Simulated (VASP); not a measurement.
Al, 2 atoms in the cell. Symmetry: P6_3/mmc, No. 194, hexagonal system. The conventional cell has a = 2.760 Å, b = 2.760 Å, c = 4.686 Å, α = 90.00°, β = 90.00°, γ = 120.00°. Within 3.6 Å of Al (site symmetry -6m2) lie 12 Al at 2.76 to 2.83 Å. This isn't the form of Al at room conditions, which is fcc.

| Item | Value |
| --- | --- |
| Program | VASP 6.6.1 |
| Task | single point |
| Functional | LDA |
| Potentials or basis | VASP PAW LDA potentials, release 64 (Al) |
| Cutoff | 520 eV |
| k mesh | 18 × 18 × 10 |
| Occupations | gaussian, width 0.15 eV |
| Spin | no spin polarisation |
| Dipole correction | no |
| Further INCAR settings | ALGO = Normal; EDIFF = 1e-06; NBANDS = 10 |

Potentials or basis: VASP PAW LDA potentials, release 64 (Al).

Launch:

```console
$ cat potpaw_LDA.64/Al/POTCAR > POTCAR
$ mpirun -np 1 vasp_std > vasp.out
```

Hardware: 1 thread of Intel Xeon 8259CL, with other jobs on the host.

Task: How long does it take, and how much memory?

Result: Run time: 42 s on 1 thread of Intel Xeon 8259CL, with other jobs on the host, peak memory 0.17 GiB. Counts: scf iterations 9, k points 222.
